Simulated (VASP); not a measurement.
# Ir (Fd-3m) in VASP: notebook

Runs on Ir. Level: revPBE. Tasks: single point.

Everything below comes from runs of VASP 6.6.1. Logs are shortened: lines on timing, memory, paths and dates and some standing lists are left out, and cuts for length are marked.

**1. The cell of the first run**

Symmetry: Fd-3m, No. 227, cubic system. Conventional cell: a = 5.591 Å, b = 5.591 Å, c = 5.591 Å, α = 90.00°, β = 90.00°, γ = 90.00°. Within 3.2 Å of Ir (site symmetry -43m) lie 4 Ir at 2.42 Å.

**2. Single point, revPBE**

The input, INCAR:

```
SYSTEM = Ir
ALGO = Normal
EDIFF = 1E-6
ENCUT = 520
GGA = RE
ISIF = 2
ISMEAR = -1
LASPH = .True.
LCHARG = .False.
LREAL = .False.
LWAVE = .False.
NBANDS = 16
NELM = 60
PREC = Accurate
SIGMA = 0.1
```

The input, KPOINTS:

```
k-points
0
Gamma
  10 10 10
  0 0 0
```

The input, POSCAR:

```
Ir
1.0
    0.0000000000      2.7953983544      2.7953983544
    2.7953983544      0.0000000000      2.7953983544
    2.7953983544      2.7953983544      0.0000000000
Ir
2
Direct
    0.1250000000      0.1250000000      0.1250000000
    0.8750000000      0.8750000000      0.8750000000
```

Potentials or basis: VASP PAW PBE potentials, release 64 (Ir).

The run is started by

```
$ cat potpaw_PBE.64/Ir/POTCAR > POTCAR
$ mpirun -np 1 vasp_std > vasp.out
```

OUTCAR:

```text
SYSTEM = Ir
   EDIFF = 1E-6
   ENCUT = 520
   GGA = RE
   ISIF = 2
   ISMEAR = -1
   LASPH = .True.
   LREAL = .False.
   NELM = 60
   PREC = Accurate

 ion  position               nearest neighbor table
   1  0.125  0.125  0.125-   2 2.42   2 2.42   2 2.42   2 2.42
   2  0.875  0.875  0.875-   1 2.42   1 2.42   1 2.42   1 2.42

  LATTYP: Found a face centered cubic cell.
 ALAT       =     5.5907967088

  Lattice vectors:

 A1 = (   0.0000000000,   2.7953983544,   2.7953983544)
 A2 = (   2.7953983544,   0.0000000000,   2.7953983544)
 A3 = (   2.7953983544,   2.7953983544,   0.0000000000)

Analysis of symmetry for initial positions (statically):
=====================================================================
 Subroutine PRICEL returns:
 Original cell was already a primitive cell.

 Routine SETGRP: Setting up the symmetry group for a
 face centered cubic supercell.

 Subroutine GETGRP returns: Found 48 space group operations
 (whereof 12 operations were pure point group operations)
 out of a pool of 48 trial point group operations.

The static configuration has the point symmetry D_3d.
 The point group associated with its full space group is O_h .

Analysis of symmetry for dynamics (positions and initial velocities):
=====================================================================
 Subroutine PRICEL returns:
 Original cell was already a primitive cell.

 Routine SETGRP: Setting up the symmetry group for a
 face centered cubic supercell.

 Subroutine GETGRP returns: Found 48 space group operations
 (whereof 12 operations were pure point group operations)
 out of a pool of 48 trial point group operations.

The dynamic configuration has the point symmetry D_3d.
 The point group associated with its full space group is O_h .

 Subroutine INISYM returns: Found 48 space group operations
 (whereof 12 operations are pure point group operations),
 and found     1 'primitive' translations

----------------------------------------------------------------------------------------

                                     Primitive cell

  volume of cell :      43.6879

  direct lattice vectors                    reciprocal lattice vectors
     0.000000000  2.795398354  2.795398354    -0.178865384  0.178865384  0.178865384
     2.795398354  0.000000000  2.795398354     0.178865384 -0.178865384  0.178865384
     2.795398354  2.795398354  0.000000000     0.178865384  0.178865384 -0.178865384

  length of vectors
     3.953290265  3.953290265  3.953290265     0.309803933  0.309803933  0.309803933

  position of ions in fractional coordinates (direct lattice)
     0.125000000  0.125000000  0.125000000
     0.875000000  0.875000000  0.875000000

  ion indices of the primitive-cell ions
   primitive index   ion index
                 1           1
                 2           2

----------------------------------------------------------------------------------------

 KPOINTS: k-points

Automatic generation of k-mesh.
 Grid dimensions read from file:
 generate k-points for:   10   10   10

 Generating k-lattice:

  Cartesian coordinates                     Fractional coordinates (reciprocal lattice)
    -0.017886538  0.017886538  0.017886538     0.100000000  0.000000000  0.000000000
     0.017886538 -0.017886538  0.017886538     0.000000000  0.100000000  0.000000000
     0.017886538  0.017886538 -0.017886538     0.000000000  0.000000000  0.100000000

  Length of vectors
     0.030980393  0.030980393  0.030980393

  Shift w.r.t. Gamma in fractional coordinates (k-lattice)
     0.000000000  0.000000000  0.000000000

 Subroutine IBZKPT returns following result:
 ===========================================

 Found     47 irreducible k-points:

 Following reciprocal coordinates:
            Coordinates               Weight
  0.000000  0.000000  0.000000      1.000000
  0.100000  0.000000  0.000000      8.000000
  0.200000  0.000000  0.000000      8.000000
  0.300000  0.000000  0.000000      8.000000
  0.400000  0.000000  0.000000      8.000000
  0.500000  0.000000  0.000000      4.000000
[... 16 lines left out ...]
  0.300000  0.300000  0.000000      6.000000
  0.400000  0.300000  0.000000     24.000000
 [... further k-points ...]
   k-points           NKPTS =     47   k-points in BZ     NKDIM =     47   number of bands    NBANDS=     16
   number of dos      NEDOS =    301   number of ions     NIONS =      2
   total plane-waves  NPLWV =  27000
   dimension x,y,z NGX =    30 NGY =   30 NGZ =   30
   dimension x,y,z NGXF=    60 NGYF=   60 NGZF=   60
   ions per type =               2
   NGX,Y,Z   is equivalent  to a cutoff of  12.62, 12.62, 12.62 a.u.
   NGXF,Y,Z  is equivalent  to a cutoff of  25.23, 25.23, 25.23 a.u.
 SYSTEM =  Ir
   PREC   = accura    normal or accurate (medium, high low for compatibility)
   ISTART =      0    job   : 0-new  1-cont  2-samecut
   ICHARG =      2    charge: 1-file 2-atom 10-const
   ISPIN  =      1    spin polarized calculation?
   LNONCOLLINEAR =      F non collinear calculations
   LSORBIT =      F    spin-orbit coupling
   LASPH  =      T    aspherical Exc in radial PAW
   ENCUT  =  520.0 eV  38.22 Ry    6.18 a.u.   7.35  7.35  7.35*2*pi/ulx,y,z
   NELM   =     60;   NELMIN=  2; NELMDL= -5     # of ELM steps
   EDIFF  = 0.1E-05   stopping-criterion for ELM
   LREAL  =      F    real-space projection
   EDIFFG = 0.1E-04   stopping-criterion for IOM
   NSW    =      0    number of steps for IOM
   IBRION =     -1    ionic relax: 0-MD 1-quasi-New 2-CG
   NFREE  =      0    steps in history (QN), initial steepest desc. (CG)
   ISIF   =      2    stress and relaxation
   ISYM   =      2    0-nonsym 1-usesym 2-fastsym
   POTIM  = 0.5000    time-step for ionic-motion
   TEBEG  =    0.0;   TEEND  =   0.0 temperature during run
   PSTRESS=    0.0 pullay stress
   NELECT =      18.0000    total number of electrons
   NUPDOWN=      -1.0000    fix difference up-down
   EMIN   =  10.00;   EMAX   =-10.00  energy-range for DOS
   EFERMI =   0.00;   METHOD = LEGACY
   ISMEAR =    -1;   SIGMA  =   0.10  broadening in eV -4-tet -1-fermi 0-gaus
   EFERMI_NEDOS =   21; number of points for ismear=-14 and -15
   IALGO  =     38    algorithm
   IMIX   =      4    mixing-type and parameters
     AMIX     =   0.40;   BMIX     =  1.00
     AMIX_MAG =   1.60;   BMIX_MAG =  1.00
  volume/ion in A,a.u.               =      21.84       147.41
  Fermi-wavevector in a.u.,A,eV,Ry     =   1.218181  2.302029 20.190582  1.483966
  Thomas-Fermi vector in A             =   2.353477
   LORBIT       =      0    0 simple, 1 ext, 2 COOP (PROOUT), +10 PAW based schemes
   GGA     = RE    functional components
   LHFCALC =     F    Hartree Fock is set to
   AEXX    =    0.0000 exact exchange contribution
   IVDW    =     0    specifies the selected vdW correction
   LEPSILON=     F    determine dielectric tensor
   LRPA    =     F    only Hartree local field effects (RPA)
 non-spin polarized calculation
  energy-cutoff  :      520.00
  volume of cell :       43.69
 maximum number of plane-waves:      1243
 NGX is ok and might be reduce to    30
   NGX = 15   NGY = 15   NGZ = 15

 number of electron      18.0000002 magnetization

 Free energy of the ion-electron system (eV)
  ---------------------------------------------------
  ext. energy  EPLUGINS =         0.00000000
  ---------------------------------------------------
  free energy    TOTEN  =       -14.78393495 eV

  energy without entropy =      -14.71103635  energy(sigma->0) =      -14.74748565

 E-fermi :   5.1185     XC(G=0): -11.0222

 val. band max:        4.9564949233   @ k =  -0.2000   0.2000   0.0000
 cond. band min:       5.1241530603   @ k =   0.5000   0.2000   0.1000
 fundamental gap:      0.1676581369
 Fermi energy:         5.1185426956

 k-point     1 :       0.0000    0.0000    0.0000
  band No.  band energies     occupation
      1      -2.7409      2.00000
      2       0.1718      2.00000
      3       0.1718      2.00000
      4       0.5418      2.00000
      5       0.5418      2.00000
      6       0.5418      2.00000
[... 8 lines left out ...]
     15      17.5077      0.00000
     16      17.5077      0.00000

 k-point     2 :       0.1000    0.0000    0.0000
  band No.  band energies     occupation
      1      -2.5718      2.00000
      2       0.0569      2.00000
      3       0.0569      2.00000
      4       0.5229      2.00000
      5       0.7182      2.00000
      6       0.7182      2.00000
[... 8 lines left out ...]
     15      16.8586      0.00000
     16      17.0853      0.00000

 k-point     3 :       0.2000    0.0000    0.0000
  band No.  band energies     occupation
      1      -2.0984      2.00000
      2      -0.0406      2.00000
      3      -0.0406      2.00000
      4       0.4772      2.00000
      5       0.9362      2.00000
      6       0.9362      2.00000
[... 8 lines left out ...]
     15      15.7094      0.00000
     16      17.7951      0.00000

 k-point     4 :       0.3000    0.0000    0.0000
  band No.  band energies     occupation
      1      -1.4437      2.00000
      2      -0.0091      2.00000
      3      -0.0091      2.00000
      4       0.4173      2.00000
      5       0.9531      2.00000
      6       0.9531      2.00000
[... 8 lines left out ...]
     15      15.0280      0.00000
     16      18.1726      0.00000
[... 324 lines left out ...]
 k-point    22 :      -0.2000    0.2000    0.0000
  band No.  band energies     occupation
      1      -1.1972      2.00000
      2      -0.2903      2.00000
      3       0.1681      2.00000
      4       0.3540      2.00000
      5       0.7018      2.00000
      6       1.5805      2.00000
[... 8 lines left out ...]
     15      15.6473      0.00000
     16      17.8682      0.00000

 k-point    23 :       0.3000    0.3000    0.0000
  band No.  band energies     occupation
      1      -0.8375      2.00000
      2      -0.6670      2.00000
      3       0.4471      2.00000
      4       0.4471      2.00000
      5       1.1330      2.00000
      6       1.1573      2.00000
[... 8 lines left out ...]
     15      14.6954      0.00000
     16      15.6968      0.00000

 k-point    24 :       0.4000    0.3000    0.0000
  band No.  band energies     occupation
      1      -0.6530      2.00000
      2      -0.2617      2.00000
      3       0.2207      2.00000
      4       0.3949      2.00000
      5       1.0661      2.00000
      6       1.4382      2.00000
[... 8 lines left out ...]
     15      14.9680      0.00000
     16      16.1390      0.00000

 [... further k-points ...]
[... 5 lines left out ...]
  --------------------------------------------------------------------------------------
  -------------------------------------------------------------------------------------
  Total       -0.0824319     -0.0824319     -0.0824319     -0.0000000     -0.0000000     -0.0000000
  in kB       -3.0230470     -3.0230470     -3.0230470     -0.0000000     -0.0000000     -0.0000000
  external PRESSURE =      -3.0230470 kB  Pullay stress =       0.0000000 kB

 VOLUME and BASIS-vectors are now :
 -----------------------------------------------------------------------------
  energy-cutoff  :      520.00
  volume of cell :       43.69
      direct lattice vectors                 reciprocal lattice vectors
     0.000000000  2.795398354  2.795398354    -0.178865384  0.178865384  0.178865384
     2.795398354  0.000000000  2.795398354     0.178865384 -0.178865384  0.178865384
     2.795398354  2.795398354  0.000000000     0.178865384  0.178865384 -0.178865384

 POSITION                                       TOTAL-FORCE (eV/Angst)
 -----------------------------------------------------------------------------------
      0.69885      0.69885      0.69885         0.000000     -0.000000     -0.000000
      4.89195      4.89195      4.89195        -0.000000      0.000000      0.000000
 -----------------------------------------------------------------------------------
    total drift:                               -0.000000      0.000000      0.000000

  FREE ENERGIE OF THE ION-ELECTRON SYSTEM (eV)
  ---------------------------------------------------
  free  energy   TOTEN  =       -14.7839349492 eV

  energy  without entropy=      -14.7110363481  energy(sigma->0) =      -14.74748565
```

Run time: 35 s. Hardware: 1 thread of Intel Xeon Platinum 8259CL at 2.50GHz (Skylake/Cascade Lake), shared host; peak memory 0.18 GiB.

Results:

- Free energy: -14.7839 eV
- Pressure: -0.3 GPa
- Band gap on the k mesh: zero (band 9 reaches 6.06 eV, above the bottom of band 10 at 4.46 eV)

Levels at points of the mesh, in eV from the Fermi level:
```tsv
k point	band 7	band 8	band 9	band 10	band 11	band 12
(0.00, 0.00, 0.00)	-1.71	-1.71	-1.71	0.75	0.75	10.83
(0.50, 0.00, 0.00)	-1.86	-1.00	-1.00	0.23	0.23	1.42
(0.50, 0.50, 0.00)	-2.42	-2.42	0.55	0.55	1.93	1.93
```

Caveat: the PAW data sets were made with another functional, which shifts forces and pressure a little; spin-orbit coupling is left out, which moves the levels of the heavy elements.

**3. Single point, revPBE (volume scaled by 0.88)**

The input, INCAR:

```
PREC     = Accurate       # precision mode
ENCUT    = 520            # plane-wave cutoff, eV
EDIFF    = 1E-7           # SCF threshold, eV
ISMEAR   = -1             # smearing method
SIGMA    = 0.1            # smearing width, eV
LREAL    = F              # projectors in reciprocal space
LASPH    = T              # aspherical terms in the spheres
NELM     = 80             # most SCF steps
ALGO     = Normal         # electronic algorithm
ISIF     = 2              # what is computed and relaxed
LWAVE    = F              # write WAVECAR
LCHARG   = T              # write CHGCAR
GGA      = RE             # functional
LELF     = T              # ELF
LVHAR    = T            
NBANDS   = 16             # bands
```

The input, KPOINTS:

```
regular mesh
0
Gamma
  11 11 11
```

The input, POSCAR:

```
Ir
1.0
    0.0000000000      2.6787854367      2.6787854367
    2.6787854367      0.0000000000      2.6787854367
    2.6787854367      2.6787854367      0.0000000000
Ir
2
Direct
    0.1250000000      0.1250000000      0.1250000000
    0.8750000000      0.8750000000      0.8750000000
```

Potentials or basis: VASP PAW PBE potentials, release 64 (Ir).

The run is started by

```
$ cat potpaw_PBE.64/Ir/POTCAR > POTCAR
$ mpirun -np 1 vasp_std > vasp.out
```

It took 34 s on 1 thread of Intel Xeon Platinum 8259CL at 2.50GHz (Skylake/Cascade Lake), shared host; peak memory 0.17 GiB.

It converged, with:

```yaml
Free_energy: -14.3631 eV
Pressure: 29.5 GPa
Band_gap_on_the_k_mesh: zero (band 9 reaches 7.90 eV, above the bottom of band 10 at 6.18 eV)
```

Levels at points of the mesh, in eV from the Fermi level:
```
           k point  band 5  band 6  band 7  band 8  band 9  band 10  band 11  band 12  band 13  band 14
(0.00, 0.00, 0.00)   -5.28   -5.28   -2.00   -2.00   -2.00     1.04     1.04    11.37    11.39    12.82
```

Caveat: the PAW data sets were made with another functional, which shifts forces and pressure a little; spin-orbit coupling is left out, which moves the levels of the heavy elements.

**4. Single point, revPBE (volume scaled by 0.92)**

The input, INCAR:

```
SYSTEM = Ir
  PREC = Accurate
  ENCUT = 520
  EDIFF = 1E-6
  ISMEAR = -1
  SIGMA = 0.1
  LREAL = .False.
  LASPH = .True.
  NELM = 100
  ALGO = Normal
  ISIF = 2
  LWAVE = .False.
  LCHARG = .False.
  GGA = RE
  NBANDS = 16
```

The input, KPOINTS:

```
regular mesh
0
Gamma
  11 11 11
  0 0 0
```

The input, POSCAR:

```
Ir
1.0
    0.0000000000      2.7187732043      2.7187732043
    2.7187732043      0.0000000000      2.7187732043
    2.7187732043      2.7187732043      0.0000000000
Ir
2
Direct
    0.1250000000      0.1250000000      0.1250000000
    0.8750000000      0.8750000000      0.8750000000
```

The run is started by

```
$ cat potpaw_PBE.64/Ir/POTCAR > POTCAR
$ mpirun -np 1 vasp_std > vasp.out
```

Run time: 38 s. Hardware: 1 thread of Intel Xeon Platinum 8259CL at 2.50GHz (Skylake/Cascade Lake), shared host; peak memory 0.18 GiB.

Results (log left out):

```
Free energy            : -14.6150 eV
Pressure               : 17.1 GPa
Band gap on the k mesh : zero (band 9 reaches 7.22 eV, above the bottom of band 10 at 5.62 eV)
```

Levels at points of the mesh, in eV from the Fermi level:
```tsv
k point	band 6	band 7	band 8	band 9	band 10	band 11	band 12	band 13
(0.00, 0.00, 0.00)	-5.03	-1.89	-1.89	-1.89	0.93	0.93	11.19	11.24
```

Caveat: the PAW data sets were made with another functional, which shifts forces and pressure a little; spin-orbit coupling is left out, which moves the levels of the heavy elements.

**5. The runs side by side**

```tsv
cell	k mesh	gap on the mesh (eV)	pressure (GPa)
a = 3.953 Å, angles 60.0°, 2 atoms	10 × 10 × 10	none	-0.3
a = 3.788 Å, angles 60.0°, 2 atoms	11 × 11 × 11	none	29.5
a = 3.845 Å, angles 60.0°, 2 atoms	11 × 11 × 11	none	17.1
```

Alike in all rows: task single point; level revPBE; potentials or basis VASP PAW PBE potentials, release 64 (Ir); no spin polarisation; cutoff (eV) 520; smearing fermi-dirac 0.1 eV.

Caveats: the PAW data sets were made with another functional, which shifts forces and pressure a little; spin-orbit coupling is left out, which moves the levels of the heavy elements.

Absolute energies hang on the potentials; compare differences alone.
